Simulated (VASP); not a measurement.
# Rh (P6_3/mmc) in VASP: further runs

Runs on Rh. Level: PBEsol. Tasks: single point.

All numbers are computed with VASP 6.6.1; they aren't measurements. Logs are shortened: lines on timing, memory, paths and dates and some standing lists are left out, and cuts for length are marked.

## (1) The cell of the first run

It takes space group P6_3/mmc (No. 194, hexagonal). The conventional cell has a = 2.813 Å, b = 2.813 Å, c = 4.362 Å, α = 90.00°, β = 90.00°, γ = 120.00°. Within 3.6 Å of Rh (site symmetry -6m2) lie 12 Rh at 2.72 to 2.81 Å.

## (2) Single point, PBEsol (strain +0.030 along x and y, -0.015 along z)

File INCAR:

```
  ALGO = Fast
  EDIFF = 1E-6
  ENCUT = 520
  GGA = PS
  ISIF = 2
  ISMEAR = 0
  LASPH = T
  LCHARG = F
  LREAL = F
  LWAVE = F
  NBANDS = 22
  NELM = 60
  PREC = Accurate
  SIGMA = 0.15
```

File KPOINTS:

```
k-points
0
Gamma
  18 18 12
```

File POSCAR:

```
Rh
1.0
    2.8129084135      0.0000000000      0.0000000000
   -1.4064542067      2.4360501446      0.0000000000
    0.0000000000      0.0000000000      4.3620616650
Rh
2
Direct
    0.6666666667      0.3333333333      0.7500000000
    0.3333333333      0.6666666667      0.2500000000
```

Potentials or basis: VASP PAW PBE potentials, release 64 (Rh_pv).

The run is started by

```bash
cat potpaw_PBE.64/Rh_pv/POTCAR > POTCAR
mpirun -np 1 vasp_std > vasp.out
```

OUTCAR:

```text
EDIFF = 1E-6
   ENCUT = 520
   GGA = PS
   ISIF = 2
   ISMEAR = 0
   LASPH = T
   LREAL = F
   NELM = 60
   PREC = Accurate

 ion  position               nearest neighbor table
   1  0.667  0.333  0.750-   2 2.72   2 2.72   2 2.72   2 2.72   2 2.72   2 2.72
   2  0.333  0.667  0.250-   1 2.72   1 2.72   1 2.72   1 2.72   1 2.72   1 2.72

  LATTYP: Found a hexagonal cell.
 ALAT       =     2.8129084135
 C/A-ratio  =     1.5507300714

  Lattice vectors:

 A1 = (   2.8129084135,   0.0000000000,   0.0000000000)
 A2 = (  -1.4064542067,   2.4360501446,   0.0000000000)
 A3 = (   0.0000000000,   0.0000000000,   4.3620616650)

Analysis of symmetry for initial positions (statically):
=====================================================================
 Subroutine PRICEL returns:
 Original cell was already a primitive cell.

 Routine SETGRP: Setting up the symmetry group for a
 hexagonal supercell.

 Subroutine GETGRP returns: Found 24 space group operations
 (whereof 12 operations were pure point group operations)
 out of a pool of 24 trial point group operations.

The static configuration has the point symmetry D_3d.
 The point group associated with its full space group is D_6h.

Analysis of symmetry for dynamics (positions and initial velocities):
=====================================================================
 Subroutine PRICEL returns:
 Original cell was already a primitive cell.

 Routine SETGRP: Setting up the symmetry group for a
 hexagonal supercell.

 Subroutine GETGRP returns: Found 24 space group operations
 (whereof 12 operations were pure point group operations)
 out of a pool of 24 trial point group operations.

The dynamic configuration has the point symmetry D_3d.
 The point group associated with its full space group is D_6h.

 Subroutine INISYM returns: Found 24 space group operations
 (whereof 12 operations are pure point group operations),
 and found     1 'primitive' translations

----------------------------------------------------------------------------------------

                                     Primitive cell

  volume of cell :      29.8905
[... 68 lines left out ...]
  0.333333  0.111111  0.000000     12.000000
  0.388889  0.111111  0.000000     12.000000
 [... further k-points ...]
   k-points           NKPTS =    259   k-points in BZ     NKDIM =    259   number of bands    NBANDS=     22
   number of dos      NEDOS =    301   number of ions     NIONS =      2
   total plane-waves  NPLWV =  18432
   dimension x,y,z NGX =    24 NGY =   24 NGZ =   32
   dimension x,y,z NGXF=    48 NGYF=   48 NGZF=   64
   ions per type =               2
   NGX,Y,Z   is equivalent  to a cutoff of  14.18, 14.18, 12.20 a.u.
   NGXF,Y,Z  is equivalent  to a cutoff of  28.37, 28.37, 24.39 a.u.
 SYSTEM =  unknown system
   PREC   = accura    normal or accurate (medium, high low for compatibility)
   ISTART =      0    job   : 0-new  1-cont  2-samecut
   ICHARG =      2    charge: 1-file 2-atom 10-const
   ISPIN  =      1    spin polarized calculation?
   LNONCOLLINEAR =      F non collinear calculations
   LSORBIT =      F    spin-orbit coupling
   LASPH  =      T    aspherical Exc in radial PAW
   ENCUT  =  520.0 eV  38.22 Ry    6.18 a.u.   5.23  5.23  8.11*2*pi/ulx,y,z
   NELM   =     60;   NELMIN=  2; NELMDL= -5     # of ELM steps
   EDIFF  = 0.1E-05   stopping-criterion for ELM
   LREAL  =      F    real-space projection
[... 7 lines left out ...]
   TEBEG  =    0.0;   TEEND  =   0.0 temperature during run
   PSTRESS=    0.0 pullay stress
   NELECT =      30.0000    total number of electrons
   NUPDOWN=      -1.0000    fix difference up-down
   EMIN   =  10.00;   EMAX   =-10.00  energy-range for DOS
   EFERMI =   0.00;   METHOD = LEGACY
   ISMEAR =     0;   SIGMA  =   0.15  broadening in eV -4-tet -1-fermi 0-gaus
   EFERMI_NEDOS =   21; number of points for ismear=-14 and -15
   IALGO  =     68    algorithm
   IMIX   =      4    mixing-type and parameters
     AMIX     =   0.40;   BMIX     =  1.00
     AMIX_MAG =   1.60;   BMIX_MAG =  1.00
  volume/ion in A,a.u.               =      14.95       100.86
  Fermi-wavevector in a.u.,A,eV,Ry     =   1.639095  3.097440 36.553839  2.686631
  Thomas-Fermi vector in A             =   2.729958
   LORBIT       =      0    0 simple, 1 ext, 2 COOP (PROOUT), +10 PAW based schemes
   GGA     = PS    functional components
   LHFCALC =     F    Hartree Fock is set to
   AEXX    =    0.0000 exact exchange contribution
   IVDW    =     0    specifies the selected vdW correction
   LEPSILON=     F    determine dielectric tensor
   LRPA    =     F    only Hartree local field effects (RPA)
 non-spin polarized calculation
 RMM-DIIS sequential band-by-band and
 Gauss-broadening in eV      SIGMA  =   0.15
  energy-cutoff  :      520.00
  volume of cell :       29.89
 maximum number of plane-waves:       817
 NGX is ok and might be reduce to    24
   NGX = 11   NGY = 11   NGZ = 17

 number of electron      30.0000008 magnetization

 Free energy of the ion-electron system (eV)
  ---------------------------------------------------
  ext. energy  EPLUGINS =         0.00000000
  ---------------------------------------------------
  free energy    TOTEN  =       -15.98776598 eV

  energy without entropy =      -15.94424901  energy(sigma->0) =      -15.96600750

 E-fermi :  10.3880     XC(G=0): -13.6830

 val. band max:       10.3871685228   @ k =   0.3889   0.0556   0.0000
 cond. band min:      10.3885041219   @ k =   0.3889   0.0556   0.0833
 fundamental gap:      0.0013355990
 Fermi energy:        10.3879641394

 k-point     1 :       0.0000    0.0000    0.0000
  band No.  band energies     occupation
      1     -36.5261      2.00000
      2     -35.9827      2.00000
      3     -35.9827      2.00000
      4     -35.9030      2.00000
      5     -35.8796      2.00000
      6     -35.8796      2.00000
[... 589 lines left out ...]
     21      21.2589      0.00000
     22      24.6428      0.00000

 [... further k-points ...]
[... 5 lines left out ...]
  --------------------------------------------------------------------------------------
  -------------------------------------------------------------------------------------
  Total       -4.4468786     -4.4468786     -3.2269353     -0.0000000      0.0000000      0.0000000
  in kB     -238.3593748   -238.3593748   -172.9685816     -0.0000000      0.0000000      0.0000000
  external PRESSURE =    -216.5624437 kB  Pullay stress =       0.0000000 kB

 VOLUME and BASIS-vectors are now :
 -----------------------------------------------------------------------------
  energy-cutoff  :      520.00
  volume of cell :       29.89
      direct lattice vectors                 reciprocal lattice vectors
     2.812908414  0.000000000  0.000000000     0.355503932  0.205250291  0.000000000
    -1.406454207  2.436050145  0.000000000     0.000000000  0.410500581  0.000000000
     0.000000000  0.000000000  4.362061665     0.000000000  0.000000000  0.229249396

 POSITION                                       TOTAL-FORCE (eV/Angst)
 -----------------------------------------------------------------------------------
      1.40645      0.81202      3.27155        -0.000000     -0.000000      0.000000
     -0.00000      1.62403      1.09052         0.000000      0.000000      0.000000
 -----------------------------------------------------------------------------------
    total drift:                               -0.000000      0.000000     -0.000000

  FREE ENERGIE OF THE ION-ELECTRON SYSTEM (eV)
  ---------------------------------------------------
  free  energy   TOTEN  =       -15.9877659796 eV

  energy  without entropy=      -15.9442490112  energy(sigma->0) =      -15.96600750
```

OSZICAR:

```text
N       E                     dE             d eps       ncg     rms          rms(c)
DAV:   1     0.324875343327E+03    0.32488E+03   -0.19061E+04 11420   0.156E+03
DAV:   2    -0.102074321690E+02   -0.33508E+03   -0.32345E+03 11840   0.469E+02
DAV:   3    -0.171964264179E+02   -0.69890E+01   -0.69451E+01 13250   0.764E+01
DAV:   4    -0.172430914485E+02   -0.46665E-01   -0.46658E-01 12758   0.630E+00
DAV:   5    -0.172438229912E+02   -0.73154E-03   -0.73154E-03 13538   0.815E-01    0.130E+01
RMM:   6    -0.160177215414E+02    0.12261E+01   -0.30356E+00 11655   0.145E+01    0.373E+00
RMM:   7    -0.159954213357E+02    0.22300E-01   -0.96759E-02 11982   0.241E+00    0.183E+00
RMM:   8    -0.159887989801E+02    0.66224E-02   -0.19483E-02 12409   0.140E+00    0.360E-01
RMM:   9    -0.159877359439E+02    0.10630E-02   -0.32404E-03 13165   0.504E-01    0.227E-02
RMM:  10    -0.159877656358E+02   -0.29692E-04   -0.22697E-04 13345   0.152E-01    0.133E-02
RMM:  11    -0.159877667743E+02   -0.11385E-05   -0.22263E-05 14226   0.436E-02    0.446E-03
RMM:  12    -0.159877659796E+02    0.79467E-06   -0.54187E-06 11574   0.184E-02
   1 F= -.15987766E+02 E0= -.15966007E+02  d E =-.435170E-01
```

Run time: 58 s. Hardware: 1 thread of Intel Xeon 6975P-C (Granite Rapids), shared host; peak memory 0.24 GiB.

Results:

```
Free energy            : -15.9878 eV
Pressure               : -21.7 GPa
Band gap on the k mesh : zero (band 15 reaches 10.90 eV, above the bottom of band 16 at 8.86 eV)
```

Caveat: the cell differs from its parent crystal (strain +0.030 along x and y, -0.015 along z); the PAW data sets were made with another functional, which shifts forces and pressure a little.

## (3) Single point, PBEsol (strain +0.015 along x and y, +0.015 along z)

File INCAR:

```
SYSTEM = Rh
PREC = Accurate
ENCUT = 520
EDIFF = 1E-7
ISMEAR = 0
SIGMA = 0.15
LREAL = .False.
LASPH = .True.
NELM = 100
ALGO = Fast
ISIF = 2
LWAVE = .False.
LCHARG = .False.
GGA = PS
NBANDS = 22
```

File KPOINTS:

```
regular mesh
0
Gamma
  18 18 12
  0 0 0
```

File POSCAR:

```
Rh
1.0
    2.7719437279      0.0000000000      0.0000000000
   -1.3859718639      2.4005736862      0.0000000000
    0.0000000000      0.0000000000      4.4949163350
Rh
2
Direct
    0.6666666667      0.3333333333      0.7500000000
    0.3333333333      0.6666666667      0.2500000000
```

Potentials or basis: VASP PAW PBE potentials, release 64 (Rh_pv).

The run is started by

```bash
cat potpaw_PBE.64/Rh_pv/POTCAR > POTCAR
mpirun -np 1 vasp_std > vasp.out
```

Run time: 77 s. Hardware: 1 thread of Intel Xeon 6975P-C (Granite Rapids), shared host; peak memory 0.24 GiB.

The run converged. Its results:

| Item | Value |
| --- | --- |
| Free energy | -15.9986 eV |
| Pressure | -22.3 GPa |
| Band gap on the k mesh | zero (band 15 reaches 10.90 eV, above the bottom of band 16 at 8.79 eV) |

Stress tensor (GPa, compression positive):
```
-21.70   0.00   0.00
  0.00 -21.70   0.00
  0.00   0.00 -23.43
```

Levels at points of the mesh, in eV from the Fermi level:
| k point | band 11 | band 12 | band 13 | band 14 | band 15 | band 16 | band 17 | band 18 | band 19 | band 20 |
| --- | --- | --- | --- | --- | --- | --- | --- | --- | --- | --- |
| (0.00, 0.00, 0.00) | -2.66 | -2.21 | -2.21 | -1.66 | -1.66 | 0.13 | 0.13 | 0.73 | 7.75 | 15.81 |
| (0.50, 0.00, 0.00) | -2.40 | -1.99 | -1.92 | 0.38 | 0.54 | 0.65 | 2.76 | 4.69 | 9.66 | 10.11 |
| (0.00, 0.00, 0.50) | -2.76 | -2.76 | -2.76 | -2.76 | -0.39 | -0.39 | -0.39 | -0.39 | 14.33 | 14.33 |
| (0.50, 0.00, 0.50) | -1.46 | -1.46 | -0.26 | -0.26 | 0.54 | 0.54 | 2.51 | 2.51 | 8.50 | 8.50 |

Caveat: the cell differs from its parent crystal (strain +0.015 along x and y, +0.015 along z); the PAW data sets were made with another functional, which shifts forces and pressure a little.

## (4) Single point, PBEsol (strain +0.030 along x and y, +0.000 along z)

File INCAR:

```
ALGO = Fast ; EDIFF = 1E-7
ENCUT = 520 ; GGA = PS
ISIF = 2 ; ISMEAR = 0
LASPH = T ; LCHARG = F
LREAL = F ; LWAVE = F
NBANDS = 22 ; NELM = 80
PREC = Accurate ; SIGMA = 0.15
```

File KPOINTS:

```
k-points
0
Gamma
  18 18 12
```

File POSCAR:

```
Rh
1.0
    2.8129084135      0.0000000000      0.0000000000
   -1.4064542067      2.4360501446      0.0000000000
    0.0000000000      0.0000000000      4.4284890000
Rh
2
Direct
    0.6666666667      0.3333333333      0.7500000000
    0.3333333333      0.6666666667      0.2500000000
```

Potentials or basis: VASP PAW PBE potentials, release 64 (Rh_pv).

The run is started by

```bash
cat potpaw_PBE.64/Rh_pv/POTCAR > POTCAR
mpirun -np 1 vasp_std > vasp.out
```

OUTCAR:

```text
EDIFF = 1E-7
   ENCUT = 520
   GGA = PS
   ISIF = 2
   ISMEAR = 0
   LASPH = T
   LREAL = F
   NELM = 80
   PREC = Accurate

 ion  position               nearest neighbor table
   1  0.667  0.333  0.750-   2 2.75   2 2.75   2 2.75   2 2.75   2 2.75   2 2.75
   2  0.333  0.667  0.250-   1 2.75   1 2.75   1 2.75   1 2.75   1 2.75   1 2.75

  LATTYP: Found a hexagonal cell.
 ALAT       =     2.8129084135
 C/A-ratio  =     1.5743452502

  Lattice vectors:

 A1 = (   2.8129084135,   0.0000000000,   0.0000000000)
 A2 = (  -1.4064542067,   2.4360501446,   0.0000000000)
 A3 = (   0.0000000000,   0.0000000000,   4.4284890000)

Analysis of symmetry for initial positions (statically):
=====================================================================
 Subroutine PRICEL returns:
 Original cell was already a primitive cell.

 Routine SETGRP: Setting up the symmetry group for a
 hexagonal supercell.

 Subroutine GETGRP returns: Found 24 space group operations
 (whereof 12 operations were pure point group operations)
[... 162 lines left out ...]
  ext. energy  EPLUGINS =         0.00000000
  ---------------------------------------------------
  free energy    TOTEN  =       -15.93187666 eV

  energy without entropy =      -15.88836545  energy(sigma->0) =      -15.91012106

 E-fermi :  10.1262     XC(G=0): -13.5896

 val. band max:       10.1226418613   @ k =   0.3889  -0.0000   0.3333
 cond. band min:      10.1320218872   @ k =   0.5000  -0.0000   0.2500
 fundamental gap:      0.0093800259
 Fermi energy:        10.1262420272

 k-point     1 :       0.0000    0.0000    0.0000
  band No.  band energies     occupation
      1     -36.7023      2.00000
      2     -36.1999      2.00000
      3     -36.1999      2.00000
      4     -36.1317      2.00000
      5     -36.1095      2.00000
      6     -36.1095      2.00000
[... 589 lines left out ...]
     21      21.0690      0.00000
     22      24.1603      0.00000

 [... further k-points ...]

------------------------ aborting loop because EDIFF is reached ----------------------------------------

  FORCE on cell =-STRESS in cart. coord.  units (eV):
  Direction    XX          YY          ZZ          XY          YZ          ZX
  --------------------------------------------------------------------------------------
  -------------------------------------------------------------------------------------
  Total       -4.8347412     -4.8347412     -4.1927348     -0.0000000      0.0000000      0.0000000
  in kB     -255.2621527   -255.2621527   -221.3658337     -0.0000000      0.0000000      0.0000000
  external PRESSURE =    -243.9633797 kB  Pullay stress =       0.0000000 kB

 VOLUME and BASIS-vectors are now :
 -----------------------------------------------------------------------------
  energy-cutoff  :      520.00
  volume of cell :       30.35
      direct lattice vectors                 reciprocal lattice vectors
     2.812908414  0.000000000  0.000000000     0.355503932  0.205250291  0.000000000
    -1.406454207  2.436050145  0.000000000     0.000000000  0.410500581  0.000000000
     0.000000000  0.000000000  4.428489000     0.000000000  0.000000000  0.225810655

 POSITION                                       TOTAL-FORCE (eV/Angst)
 -----------------------------------------------------------------------------------
      1.40645      0.81202      3.32137        -0.000000      0.000000      0.000000
     -0.00000      1.62403      1.10712         0.000000     -0.000000      0.000000
 -----------------------------------------------------------------------------------
    total drift:                                0.000000     -0.000000      0.000000

  FREE ENERGIE OF THE ION-ELECTRON SYSTEM (eV)
  ---------------------------------------------------
  free  energy   TOTEN  =       -15.9318766609 eV

  energy  without entropy=      -15.8883654546  energy(sigma->0) =      -15.91012106
```

OSZICAR:

```text
N       E                     dE             d eps       ncg     rms          rms(c)
DAV:   1     0.324310509788E+03    0.32431E+03   -0.18999E+04 11428   0.156E+03
DAV:   2    -0.101042690122E+02   -0.33441E+03   -0.32264E+03 11846   0.467E+02
DAV:   3    -0.171467447038E+02   -0.70425E+01   -0.69953E+01 13364   0.764E+01
DAV:   4    -0.171937576171E+02   -0.47013E-01   -0.47007E-01 12780   0.628E+00
DAV:   5    -0.171944878756E+02   -0.73026E-03   -0.73025E-03 13490   0.819E-01    0.125E+01
RMM:   6    -0.159590418911E+02    0.12354E+01   -0.31192E+00 11650   0.146E+01    0.351E+00
RMM:   7    -0.159393504641E+02    0.19691E-01   -0.93525E-02 11995   0.234E+00    0.176E+00
RMM:   8    -0.159327975349E+02    0.65529E-02   -0.17882E-02 12408   0.135E+00    0.331E-01
RMM:   9    -0.159318502416E+02    0.94729E-03   -0.29292E-03 13132   0.474E-01    0.176E-02
RMM:  10    -0.159318763499E+02   -0.26108E-04   -0.20457E-04 13323   0.142E-01    0.128E-02
RMM:  11    -0.159318773515E+02   -0.10016E-05   -0.19828E-05 14137   0.426E-02    0.369E-03
RMM:  12    -0.159318765372E+02    0.81428E-06   -0.44930E-06 14858   0.180E-02    0.117E-03
RMM:  13    -0.159318766979E+02   -0.16065E-06   -0.77303E-07 12968   0.780E-03    0.831E-04
RMM:  14    -0.159318766609E+02    0.36951E-07   -0.20181E-07  8852   0.437E-03
   1 F= -.15931877E+02 E0= -.15910121E+02  d E =-.435112E-01
```

stdout:

```text
POSCAR found type information on POSCAR Rh
 POSCAR found :  1 types and       2 ions
 scaLAPACK will be used
 -----------------------------------------------------------------------------
|                                                                             |
|                                                                             |
|     You enforced a specific xc type in the INCAR file but a different       |
|     I HOPE YOU KNOW WHAT YOU ARE DOING!                                     |
|                                                                             |
 -----------------------------------------------------------------------------

 LDA part: xc-table for (Slater+PW92), standard interpolation
 POSCAR, INCAR and KPOINTS ok, starting setup
 FFT: planning ... GRIDC
 FFT: planning ... GRID_SOFT
 FFT: planning ... GRID
 WAVECAR not read
 entering main loop
```

It took 77 s on 1 thread of Intel Xeon 6975P-C (Granite Rapids), shared host; peak memory 0.25 GiB.

Results:

| Quantity | Value |
| --- | --- |
| Free energy | -15.9319 eV |
| Pressure | -24.4 GPa |
| Band gap on the k mesh | zero (band 15 reaches 10.67 eV, above the bottom of band 16 at 8.62 eV) |

Caveat: the cell differs from its parent crystal (strain +0.030 along x and y, +0.000 along z); the PAW data sets were made with another functional, which shifts forces and pressure a little.

## (5) The runs side by side

```tsv
cell	further INCAR settings	gap on the mesh (eV)	pressure (GPa)
a = 2.813, b = 2.813, c = 4.362 Å, angles 90.0, 90.0, 120.0°, 2 atoms	ALGO = Fast; EDIFF = 1e-06; NBANDS = 22	none	-21.7
a = 2.772, b = 2.772, c = 4.495 Å, angles 90.0, 90.0, 120.0°, 2 atoms	ALGO = Fast; EDIFF = 1e-07; NBANDS = 22	none	-22.3
a = 2.813, b = 2.813, c = 4.428 Å, angles 90.0, 90.0, 120.0°, 2 atoms	ALGO = Fast; EDIFF = 1e-07; NBANDS = 22	none	-24.4
```

Alike in all rows: task single point; level PBEsol; potentials or basis VASP PAW PBE potentials, release 64 (Rh_pv); no spin polarisation; k mesh 18 × 18 × 12; cutoff (eV) 520; smearing gaussian 0.15 eV.

Caveats: the PAW data sets were made with another functional, which shifts forces and pressure a little.

Absolute energies hang on the potentials; compare differences alone.
